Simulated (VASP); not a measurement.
Here is a VASP 6.6.1 calculation.

The input INCAR:

```
  PREC = Accurate
  ENCUT = 520
  EDIFF = 1E-7
  ISMEAR = -1
  SIGMA = 0.03
  LREAL = False
  LASPH = True
  NELM = 80
  ALGO = Normal
  ISIF = 2
  LWAVE = False
  LCHARG = False
  GGA = PS
  NBANDS = 26
```

File KPOINTS:

```
Automatic mesh
0
Gamma
  8 8 5
```

File POSCAR:

```
ZnS
1.0
    3.9253287450      0.0000000000      0.0000000000
   -1.9626643725      3.3994344114      0.0000000000
    0.0000000000      0.0000000000      6.2340000000
Zn S
2 2
Direct
    0.3333333333      0.6666666667      0.0000000000
    0.6666666667      0.3333333333      0.5000000000
    0.3333333333      0.6666666667      0.3850000000
    0.6666666667      0.3333333333      0.8850000000
```

Potentials or basis: VASP PAW PBE potentials, release 64 (Zn, S).

The run is started by

```bash
$ cat potpaw_PBE.64/Zn/POTCAR potpaw_PBE.64/S/POTCAR > POTCAR
$ mpirun -np 1 vasp_std > vasp.out
```

Question: Predict the pressure.

Answer: -5.0 GPa.

Question: Estimate the largest force.

Answer: 0.150 eV/Å.

Forces on the atoms (eV/Å):
```
Zn   0.000  0.000  0.150
Zn   0.000  0.000  0.150
S    0.000  0.000 -0.150
S    0.000  0.000 -0.150
```

Caveat: the cell differs from its parent crystal (equal xx and yy strain of +3 %); the PAW data sets were made with another functional, which shifts forces and pressure a little.
